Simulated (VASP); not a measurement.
# SbAu (zincblende type) (F-43m) in VASP: notebook

The runs below take SbAu (zincblende type) through single point, with PBE.

Program: VASP 6.6.1. These are calculated values, not measurements. Logs are shortened: lines on timing, memory, paths and dates and some standing lists are left out, and cuts for length are marked.

### 1 The cell of the first run

The structure is cubic, space group F-43m (No. 216). Conventional cell: a = 6.096 Å, b = 6.096 Å, c = 6.096 Å, α = 90.00°, β = 90.00°, γ = 90.00°. Au (site symmetry -43m) has 4 Sb at 2.64 Å within 3.5 Å. Sb (site symmetry -43m) has 4 Au at 2.64 Å within 3.5 Å.

### 2 Single point, PBE (volume scaled by 0.9405)

INCAR reads:

```
SYSTEM = SbAu
ALGO = Normal
EDIFF = 1E-6
ENCUT = 520
GGA = PE
ISIF = 2
ISMEAR = -1
LASPH = .True.
LCHARG = .False.
LREAL = .False.
LWAVE = .False.
NBANDS = 15
NELM = 60
PREC = Accurate
SIGMA = 0.08
```

KPOINTS reads:

```
k-points
0
Gamma
  10 10 10
  0 0 0
```

POSCAR reads:

```
SbAu
1.0
    0.0000000000      3.0479116134      3.0479116134
    3.0479116134      0.0000000000      3.0479116134
    3.0479116134      3.0479116134      0.0000000000
Au Sb
1 1
Direct
    0.0000000000      0.0000000000      0.0000000000
    0.2500000000      0.2500000000      0.2500000000
```

Potentials or basis: VASP PAW PBE potentials, release 64 (Au, Sb).

Command:

```console
> cat potpaw_PBE.64/Au/POTCAR potpaw_PBE.64/Sb/POTCAR > POTCAR
> mpirun -np 1 vasp_std > vasp.out
```

OUTCAR:

```text
SYSTEM = SbAu
   EDIFF = 1E-6
   ENCUT = 520
   GGA = PE
   ISIF = 2
   ISMEAR = -1
   LASPH = .True.
   LREAL = .False.
   NELM = 60
   PREC = Accurate

 ion  position               nearest neighbor table
   1  0.000  0.000  0.000-   2 2.64   2 2.64   2 2.64   2 2.64
   2  0.250  0.250  0.250-   1 2.64   1 2.64   1 2.64   1 2.64

  LATTYP: Found a face centered cubic cell.
 ALAT       =     6.0958232268

  Lattice vectors:

 A1 = (   0.0000000000,   3.0479116134,   3.0479116134)
 A2 = (   3.0479116134,   0.0000000000,   3.0479116134)
 A3 = (   3.0479116134,   3.0479116134,   0.0000000000)

Analysis of symmetry for initial positions (statically):
=====================================================================
 Subroutine PRICEL returns:
 Original cell was already a primitive cell.

 Routine SETGRP: Setting up the symmetry group for a
 face centered cubic supercell.

 Subroutine GETGRP returns: Found 24 space group operations
 (whereof 24 operations were pure point group operations)
 out of a pool of 48 trial point group operations.

The static configuration has the point symmetry T_d .

Analysis of symmetry for dynamics (positions and initial velocities):
=====================================================================
 Subroutine PRICEL returns:
 Original cell was already a primitive cell.

 Routine SETGRP: Setting up the symmetry group for a
 face centered cubic supercell.

 Subroutine GETGRP returns: Found 24 space group operations
 (whereof 24 operations were pure point group operations)
 out of a pool of 48 trial point group operations.

The dynamic configuration has the point symmetry T_d .

 Subroutine INISYM returns: Found 24 space group operations
 (whereof 24 operations are pure point group operations),
 and found     1 'primitive' translations

----------------------------------------------------------------------------------------

                                     Primitive cell

  volume of cell :      56.6288

  direct lattice vectors                    reciprocal lattice vectors
     0.000000000  3.047911613  3.047911613    -0.164046752  0.164046752  0.164046752
     3.047911613  0.000000000  3.047911613     0.164046752 -0.164046752  0.164046752
     3.047911613  3.047911613  0.000000000     0.164046752  0.164046752 -0.164046752

  length of vectors
     4.310397941  4.310397941  4.310397941     0.284137309  0.284137309  0.284137309

  position of ions in fractional coordinates (direct lattice)
     0.000000000  0.000000000  0.000000000
     0.250000000  0.250000000  0.250000000

  ion indices of the primitive-cell ions
   primitive index   ion index
                 1           1
                 2           2

----------------------------------------------------------------------------------------

 KPOINTS: k-points

Automatic generation of k-mesh.
 Grid dimensions read from file:
 generate k-points for:   10   10   10

 Generating k-lattice:

  Cartesian coordinates                     Fractional coordinates (reciprocal lattice)
    -0.016404675  0.016404675  0.016404675     0.100000000  0.000000000  0.000000000
     0.016404675 -0.016404675  0.016404675     0.000000000  0.100000000  0.000000000
     0.016404675  0.016404675 -0.016404675     0.000000000  0.000000000  0.100000000

  Length of vectors
     0.028413731  0.028413731  0.028413731

  Shift w.r.t. Gamma in fractional coordinates (k-lattice)
     0.000000000  0.000000000  0.000000000

 Subroutine IBZKPT returns following result:
 ===========================================

 Found     47 irreducible k-points:

 Following reciprocal coordinates:
            Coordinates               Weight
  0.000000  0.000000  0.000000      1.000000
  0.100000  0.000000  0.000000      8.000000
  0.200000  0.000000  0.000000      8.000000
  0.300000  0.000000  0.000000      8.000000
  0.400000  0.000000  0.000000      8.000000
  0.500000  0.000000  0.000000      4.000000
[... 16 lines left out ...]
  0.300000  0.300000  0.000000      6.000000
  0.400000  0.300000  0.000000     24.000000
 [... further k-points ...]
   k-points           NKPTS =     47   k-points in BZ     NKDIM =     47   number of bands    NBANDS=     15
   number of dos      NEDOS =    301   number of ions     NIONS =      2
   total plane-waves  NPLWV =  32768
   dimension x,y,z NGX =    32 NGY =   32 NGZ =   32
   dimension x,y,z NGXF=    64 NGYF=   64 NGZF=   64
   ions per type =               1   1
   NGX,Y,Z   is equivalent  to a cutoff of  12.34, 12.34, 12.34 a.u.
   NGXF,Y,Z  is equivalent  to a cutoff of  24.68, 24.68, 24.68 a.u.
 SYSTEM =  SbAu
   PREC   = accura    normal or accurate (medium, high low for compatibility)
   ISTART =      0    job   : 0-new  1-cont  2-samecut
   ICHARG =      2    charge: 1-file 2-atom 10-const
   ISPIN  =      1    spin polarized calculation?
   LNONCOLLINEAR =      F non collinear calculations
   LSORBIT =      F    spin-orbit coupling
   LASPH  =      T    aspherical Exc in radial PAW
   ENCUT  =  520.0 eV  38.22 Ry    6.18 a.u.   8.01  8.01  8.01*2*pi/ulx,y,z
   NELM   =     60;   NELMIN=  2; NELMDL= -5     # of ELM steps
   EDIFF  = 0.1E-05   stopping-criterion for ELM
   LREAL  =      F    real-space projection
   EDIFFG = 0.1E-04   stopping-criterion for IOM
   NSW    =      0    number of steps for IOM
   IBRION =     -1    ionic relax: 0-MD 1-quasi-New 2-CG
   NFREE  =      0    steps in history (QN), initial steepest desc. (CG)
   ISIF   =      2    stress and relaxation
   ISYM   =      2    0-nonsym 1-usesym 2-fastsym
   POTIM  = 0.5000    time-step for ionic-motion
   TEBEG  =    0.0;   TEEND  =   0.0 temperature during run
   PSTRESS=    0.0 pullay stress
   NELECT =      16.0000    total number of electrons
   NUPDOWN=      -1.0000    fix difference up-down
   EMIN   =  10.00;   EMAX   =-10.00  energy-range for DOS
   EFERMI =   0.00;   METHOD = LEGACY
   ISMEAR =    -1;   SIGMA  =   0.08  broadening in eV -4-tet -1-fermi 0-gaus
   EFERMI_NEDOS =   21; number of points for ismear=-14 and -15
   IALGO  =     38    algorithm
   IMIX   =      4    mixing-type and parameters
     AMIX     =   0.40;   BMIX     =  1.00
     AMIX_MAG =   1.60;   BMIX_MAG =  1.00
  volume/ion in A,a.u.               =      28.31       191.07
  Fermi-wavevector in a.u.,A,eV,Ry     =   1.074243  2.030025 15.701091  1.153998
  Thomas-Fermi vector in A             =   2.210065
   LORBIT       =      0    0 simple, 1 ext, 2 COOP (PROOUT), +10 PAW based schemes
   GGA     = PE    functional components
   LHFCALC =     F    Hartree Fock is set to
   AEXX    =    0.0000 exact exchange contribution
   IVDW    =     0    specifies the selected vdW correction
   LEPSILON=     F    determine dielectric tensor
   LRPA    =     F    only Hartree local field effects (RPA)
 non-spin polarized calculation
  energy-cutoff  :      520.00
  volume of cell :       56.63
 maximum number of plane-waves:      1542
   NGX = 17   NGY = 17   NGZ = 17

 number of electron      16.0000001 magnetization

 Free energy of the ion-electron system (eV)
  ---------------------------------------------------
  ext. energy  EPLUGINS =         0.00000000
  ---------------------------------------------------
  free energy    TOTEN  =        -7.11128632 eV

  energy without entropy =       -7.08463420  energy(sigma->0) =       -7.09796026

 E-fermi :   5.6052     XC(G=0):  -9.6027

 val. band max:        5.5821929933   @ k =   0.5000   0.3000   0.1000
 cond. band min:       5.6190692867   @ k =   0.2000   0.2000   0.0000
 fundamental gap:      0.0368762934
 Fermi energy:         5.6051857123

 k-point     1 :       0.0000    0.0000    0.0000
  band No.  band energies     occupation
      1      -5.3771      2.00000
      2       0.1366      2.00000
      3       0.1366      2.00000
      4       0.1366      2.00000
      5       1.1902      2.00000
      6       1.1902      2.00000
      7       8.1757      0.00000
      8       8.5461      0.00000
      9       8.5461      0.00000
     10       8.5461      0.00000
     11      11.1569      0.00000
     12      11.1569      0.00000
     13      11.1569      0.00000
     14      13.2945      0.00000
     15      16.3795      0.00000

 k-point     2 :       0.1000    0.0000    0.0000
  band No.  band energies     occupation
      1      -5.2897      2.00000
      2       0.1166      2.00000
      3       0.1634      2.00000
      4       0.1634      2.00000
      5       1.1837      2.00000
      6       1.1837      2.00000
      7       6.9678      0.00000
      8       8.2950      0.00000
      9       8.2950      0.00000
     10       9.0250      0.00000
     11      11.2783      0.00000
     12      11.4224      0.00000
     13      11.4224      0.00000
     14      14.1235      0.00000
     15      15.8504      0.00000

 k-point     3 :       0.2000    0.0000    0.0000
  band No.  band energies     occupation
      1      -5.0465      2.00000
      2       0.0892      2.00000
      3       0.2297      2.00000
      4       0.2297      2.00000
      5       1.1752      2.00000
      6       1.1752      2.00000
      7       5.2922      1.96081
      8       7.7725      0.00000
      9       7.7725      0.00000
     10       9.0024      0.00000
     11      11.9121      0.00000
     12      11.9121      0.00000
     13      12.0998      0.00000
     14      14.5060      0.00000
     15      15.5103      0.00000
[... 343 lines left out ...]
 k-point    23 :       0.3000    0.3000    0.0000
  band No.  band energies     occupation
      1      -4.4704      2.00000
      2      -0.1747      2.00000
      3       0.5419      2.00000
      4       0.5419      2.00000
      5       1.0707      2.00000
      6       1.2713      2.00000
      7       4.1545      2.00000
      8       5.6630      0.65386
      9       5.6630      0.65386
     10       9.2699      0.00000
     11      10.3818      0.00000
     12      14.6360      0.00000
     13      14.6360      0.00000
     14      14.6923      0.00000
     15      17.0784      0.00000

 k-point    24 :       0.4000    0.3000    0.0000
  band No.  band energies     occupation
      1      -4.2172      2.00000
      2      -0.1724      2.00000
      3       0.6334      2.00000
      4       0.6374      2.00000
      5       1.1572      2.00000
      6       1.2840      2.00000
      7       3.2844      2.00000
      8       5.0692      1.99754
      9       5.3180      1.94626
     10       9.5024      0.00000
     11      10.3790      0.00000
     12      14.2519      0.00000
     13      14.9928      0.00000
     14      16.4332      0.00000
     15      17.3561      0.00000

 [... further k-points ...]

------------------------ aborting loop because EDIFF is reached ----------------------------------------

  FORCE on cell =-STRESS in cart. coord.  units (eV):
  Direction    XX          YY          ZZ          XY          YZ          ZX
  --------------------------------------------------------------------------------------
  -------------------------------------------------------------------------------------
  Total        1.3571792      1.3571792      1.3571792      0.0000000      0.0000000      0.0000000
  in kB       38.3981839     38.3981839     38.3981839      0.0000000      0.0000000      0.0000000
  external PRESSURE =      38.3981839 kB  Pullay stress =       0.0000000 kB

 VOLUME and BASIS-vectors are now :
 -----------------------------------------------------------------------------
  energy-cutoff  :      520.00
  volume of cell :       56.63
      direct lattice vectors                 reciprocal lattice vectors
     0.000000000  3.047911613  3.047911613    -0.164046752  0.164046752  0.164046752
     3.047911613  0.000000000  3.047911613     0.164046752 -0.164046752  0.164046752
     3.047911613  3.047911613  0.000000000     0.164046752  0.164046752 -0.164046752

 POSITION                                       TOTAL-FORCE (eV/Angst)
 -----------------------------------------------------------------------------------
      0.00000      0.00000      0.00000        -0.000000     -0.000000     -0.000000
      1.52396      1.52396      1.52396         0.000000      0.000000      0.000000
 -----------------------------------------------------------------------------------
    total drift:                               -0.000000     -0.000000     -0.000000

  FREE ENERGIE OF THE ION-ELECTRON SYSTEM (eV)
  ---------------------------------------------------
  free  energy   TOTEN  =        -7.1112863243 eV

  energy  without entropy=       -7.0846342045  energy(sigma->0) =       -7.09796026
```

Wall time 22 s (1 thread of Intel Xeon Platinum 8259CL at 2.50GHz (Skylake/Cascade Lake), shared host); peak memory 0.2 GiB.

What came out:

```
Free energy            : -7.1113 eV
Pressure               : 3.8 GPa
Band gap on the k mesh : zero (band 8 reaches 8.55 eV, above the bottom of band 9 at 4.53 eV)
```

Levels at points of the mesh, in eV from the Fermi level:
| k point | band 5 | band 6 | band 7 | band 8 | band 9 | band 10 | band 11 | band 12 |
| --- | --- | --- | --- | --- | --- | --- | --- | --- |
| (0.00, 0.00, 0.00) | -4.41 | -4.41 | 2.57 | 2.94 | 2.94 | 2.94 | 5.55 | 5.55 |
| (0.50, 0.00, 0.00) | -4.37 | -4.37 | -3.97 | 1.13 | 1.13 | 3.08 | 6.66 | 6.66 |
| (0.50, 0.50, 0.00) | -4.29 | -3.88 | -3.75 | -0.99 | -0.99 | 3.75 | 3.93 | 11.24 |

Caveat: spin-orbit coupling is left out, which moves the levels of the heavy elements.

### 3 Single point, PBE (volume scaled by 0.97)

INCAR reads:

```
PREC = Accurate
ENCUT = 520
EDIFF = 1E-7
ISMEAR = -1
SIGMA = 0.08
LREAL = False
LASPH = True
NELM = 100
ALGO = Normal
ISIF = 2
LWAVE = False
LCHARG = False
GGA = PE
NBANDS = 15
```

KPOINTS reads:

```
regular mesh
0
Gamma
  10 10 10
```

POSCAR reads:

```
SbAu
1.0
    0.0000000000      3.0794513462      3.0794513462
    3.0794513462      0.0000000000      3.0794513462
    3.0794513462      3.0794513462      0.0000000000
Au Sb
1 1
Direct
    0.0000000000      0.0000000000      0.0000000000
    0.2500000000      0.2500000000      0.2500000000
```

Potentials or basis: VASP PAW PBE potentials, release 64 (Au, Sb).

Command:

```console
> cat potpaw_PBE.64/Au/POTCAR potpaw_PBE.64/Sb/POTCAR > POTCAR
> mpirun -np 1 vasp_std > vasp.out
```

Wall time 30 s (1 thread of Intel Xeon Platinum 8259CL at 2.50GHz (Skylake/Cascade Lake), shared host); peak memory 0.2 GiB.

Results (log left out):

```
Free energy            : -7.1414 eV
Pressure               : 1.6 GPa
Band gap on the k mesh : zero (band 8 reaches 8.06 eV, above the bottom of band 9 at 4.23 eV)
```

Levels at points of the mesh, in eV from the Fermi level:
| k point | band 6 | band 7 | band 8 | band 9 | band 10 | band 11 |
| --- | --- | --- | --- | --- | --- | --- |
| (0.00, 0.00, 0.00) | -4.29 | 2.37 | 2.80 | 2.80 | 2.80 | 5.52 |
| (0.50, 0.00, 0.00) | -4.24 | -3.87 | 1.09 | 1.09 | 2.96 | 6.58 |
| (0.50, 0.50, 0.00) | -3.79 | -3.66 | -0.94 | -0.94 | 3.70 | 3.88 |

Caveat: spin-orbit coupling is left out, which moves the levels of the heavy elements.

### 4 Single point, PBE (volume scaled by 1.03)

INCAR reads:

```
SYSTEM = SbAu
  ALGO = Normal
  EDIFF = 1E-6
  ENCUT = 520
  GGA = PE
  ISIF = 2
  ISMEAR = -1
  LASPH = .True.
  LCHARG = .False.
  LREAL = .False.
  LWAVE = .False.
  NBANDS = 15
  NELM = 60
  PREC = Accurate
  SIGMA = 0.08
```

KPOINTS reads:

```
k-points
0
Gamma
  10 10 10
  0 0 0
```

POSCAR reads:

```
SbAu
1.0
    0.0000000000      3.1416792501      3.1416792501
    3.1416792501      0.0000000000      3.1416792501
    3.1416792501      3.1416792501      0.0000000000
Au Sb
1 1
Direct
    0.0000000000      0.0000000000      0.0000000000
    0.2500000000      0.2500000000      0.2500000000
```

Command:

```console
> cat potpaw_PBE.64/Au/POTCAR potpaw_PBE.64/Sb/POTCAR > POTCAR
> mpirun -np 1 vasp_std > vasp.out
```

Run time: 36 s. Hardware: 1 thread of Intel Xeon Platinum 8259CL at 2.50GHz (Skylake/Cascade Lake), shared host; peak memory 0.23 GiB.

It converged, with:

```
Free energy            : -7.1374 eV
Pressure               : -1.8 GPa
Band gap on the k mesh : zero (band 8 reaches 7.18 eV, above the bottom of band 9 at 3.68 eV)
```

Levels at points of the mesh, in eV from the Fermi level:
| k point | band 6 | band 7 | band 8 | band 9 | band 10 | band 11 |
| --- | --- | --- | --- | --- | --- | --- |
| (0.00, 0.00, 0.00) | -4.06 | 2.01 | 2.56 | 2.56 | 2.56 | 5.45 |
| (0.50, 0.00, 0.00) | -4.01 | -3.68 | 1.02 | 1.02 | 2.74 | 6.44 |
| (0.50, 0.50, 0.00) | -3.60 | -3.49 | -0.84 | -0.84 | 3.61 | 3.81 |

Caveat: spin-orbit coupling is left out, which moves the levels of the heavy elements.

### 5 Overview

| cell | gap on the mesh (eV) | pressure (GPa) |
| --- | --- | --- |
| a = 4.310 Å, angles 60.0°, 2 atoms | none | 3.8 |
| a = 4.355 Å, angles 60.0°, 2 atoms | none | 1.6 |
| a = 4.443 Å, angles 60.0°, 2 atoms | none | -1.8 |

Alike in all rows: task single point; level PBE; potentials or basis VASP PAW PBE potentials, release 64 (Au, Sb); no spin polarisation; k mesh 10 × 10 × 10; cutoff (eV) 520; smearing fermi-dirac 0.08 eV.

Caveats: spin-orbit coupling is left out, which moves the levels of the heavy elements.

Total energies depend on the potentials used, so only differences within one code and one set of settings carry meaning.
